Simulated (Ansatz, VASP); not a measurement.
**Mg: VASP beside Ansatz**

The input INCAR:

```
SYSTEM = Mg
PREC = Accurate
ENCUT = 600
EDIFF = 1E-6
ISMEAR = -1
SIGMA = 0.01
LREAL = .FALSE.
LASPH = .TRUE.
NELM = 200
ALGO = Normal
ISIF = 2
LWAVE = .FALSE.
LCHARG = .FALSE.
LNONCOLLINEAR = .TRUE.
MAGMOM = 0 0 0.5 0 0 -0.5
LORBIT = 11
GGA = LIBXC
LIBXC1 = GGA_X_PBE_R
LIBXC2 = LDA_C_PW
NBANDS = 16
GGA_COMPAT = .FALSE.
```

File KPOINTS:

```
regular mesh
0
G
  8 8 4
  0 0 0
```

Contents of POSCAR:

```
Mg
1.0
    3.2093000000      0.0000000000      0.0000000000
   -1.6046500000      2.7793353284      0.0000000000
    0.0000000000      0.0000000000      5.2103000000
Mg
2
Direct
    0.6666666667      0.3333333333      0.7500000000
    0.3333333333      0.6666666667      0.2500000000
```

The input input.yaml:

```yaml
crystal:
  lattice:
    - [3.2093, 0.0, 0.0]
    - [-1.60465, 2.7793353284, 0.0]
    - [0.0, 0.0, 5.2103]
  atoms:
    - { symbol: Mg, position: [0.6666666667, 0.3333333333, 0.75], spin: 0.5, spin_axis: [0.0, 0.0, 1.0] }
    - { symbol: Mg, position: [0.3333333333, 0.6666666667, 0.25], spin: 0.5, spin_axis: [0.0, 0.0, -1.0] }
kpoints:
  mp_grid: { grid: [8, 8, 4] }
scf:
  occupations: { method: fermi_dirac, width: 0.01 }
hamiltonian:
  xc: { exchange: revpbe, correlation: lda }
  pseudopotentials:
    kind: all_electron
    lapw: { basis_error: 0.002 }
    relativity: none
magnetization:
  noncollinear: true
output:
  forces: true
  stress: true
  eigenvalues: true
```

Alike in both runs: task single point; functional revpbe exchange, lda correlation; k mesh 8 × 8 × 4; occupations fermi-dirac, width 0.01 eV; non-collinear spin.

|  | VASP | Ansatz |
| --- | --- | --- |
| version | VASP 6.6.1 | Ansatz 0.2.0 |
| potentials or method | VASP PAW PBE potentials, release 64 (Mg), cutoff 600 eV | all-electron LAPW, non-relativistic |

Ansatz gave:

```
gap on the k mesh at the Fermi level (eV)                     : none
pressure (GPa)                                                : 1.5
traceless stress, the component that is largest in VASP (GPa) : 0.72
net moment per atom (μB)                                      : 0.00
```

**Question.** Which values does VASP return?

**Answer.** gap on the k mesh at the Fermi level (eV): none; pressure (GPa): 1.3; traceless stress, the component that is largest in VASP (GPa): 0.70; net moment per atom (μB): 0.00.

VASP's potentials were made for PBE, not for revpbe exchange, lda correlation. A gap of «none» marks a metal or a gap that the smearing closes. Ansatz ran all-electron here, and VASP with PAW potentials.

Noted on Ansatz's run: the k mesh is thin for a metal, which can move the energy by tens of meV per atom.
